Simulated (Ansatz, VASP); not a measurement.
## CdSe in VASP and in Ansatz

```
Cd Se
1.0
     0.00000    3.27482    3.27482
     3.27482    0.00000    3.27482
     3.02681    3.02681    0.24801
Cd Se
1 1
Direct
  0.00000 0.00000 0.00000
  0.75000 0.75000 0.75000
```

Alike in both runs: task single point; functional PBEsol; k mesh 10 × 10 × 10; occupations gaussian, width 0.05 eV; no spin polarisation.

|  | VASP | Ansatz |
| --- | --- | --- |
| version | VASP 6.6.1 | Ansatz 0.2.0 |
| potentials or method | VASP PAW PBE potentials, release 64 (Cd, Se), cutoff 520 eV | scalar-relativistic, plane waves, PAW |
| valence electrons in the cell | 18 | 36 |

|  | VASP | Ansatz | Ansatz less VASP |
| --- | --- | --- | --- |
| gap on the k mesh at the Fermi level (eV) | 0.48 | 0.48 | +0.001 |
| least direct gap on the mesh (eV) | 0.54 | 0.54 | 0.000 |
| pressure (GPa) | -2.8 | -3.1 | -0.24 |
| traceless stress, the component that is largest in VASP (GPa) | 3.06 | 2.97 | -0.083 |
| rms of the force components (eV/Å) | 0.473 | 0.451 | -0.0217 |

VASP's potentials were made for PBE, not for PBEsol. Atom by atom the forces differ by 0.022 eV/Å (rms over components). VASP's potentials hold 18 valence electrons a cell and Ansatz's 36, so a difference there can come from the potentials and not from the codes.
